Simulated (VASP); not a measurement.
Wanted: the native input for a VASP 6.6.1 run.

- Task: single point
- Functional: PBE
- Potentials or basis: VASP PAW PBE potentials, release 64 (Zn)
- Cutoff: 520 eV
- k mesh: 16 × 16 × 10
- Occupations: gaussian, width 0.1 eV
- Spin: no spin polarisation
- Dipole correction: no
- Further INCAR settings: ALGO = Fast; EDIFF = 1e-06; NBANDS = 19

The structure of Zn lies in POSCAR:

```
Zn
1.0
    1.9054713936      1.9054713936      0.0000000000
   -1.9054713936      1.9054713936      0.0000000000
    0.0000000000      0.0000000000      3.8109427872
Zn
2
Direct
    0.0000000000      0.0000000000      0.0000000000
    0.5000000000      0.5000000000      0.5000000000
```

This isn't the form of Zn at room conditions, which is hcp.

This cell differs from its parent crystal: equal strain along all axes, cell held: -3.0 %.

The input as run:

INCAR

```
SYSTEM = Zn
PREC = Accurate ; ENCUT = 520
EDIFF = 1E-6 ; ISMEAR = 0
SIGMA = 0.1 ; LREAL = .False.
LASPH = .True. ; NELM = 100
ALGO = Fast ; ISIF = 2
LWAVE = .False. ; LCHARG = .False.
GGA = PE ; NBANDS = 19
```

KPOINTS

```
Automatic mesh
0
Gamma
  16 16 10
  0 0 0
```

Potentials or basis: VASP PAW PBE potentials, release 64 (Zn).

The run is started by

```bash
$ cat potpaw_PBE.64/Zn/POTCAR > POTCAR
$ mpirun -np 1 vasp_std > vasp.out
```

It gave:

| Property | Result |
| --- | --- |
| Pressure | 7.9 GPa |
| Band gap on the k mesh | zero (bands 12 and 13 overlap by 3.53 eV) |

Caveat: the cell differs from its parent crystal (equal strain along all axes, cell held: -3.0 %); the cell stands under pressure.

Run time: 2.7 min on 1 thread of AMD EPYC 7R13, with other jobs on the host, peak memory 0.19 GiB.
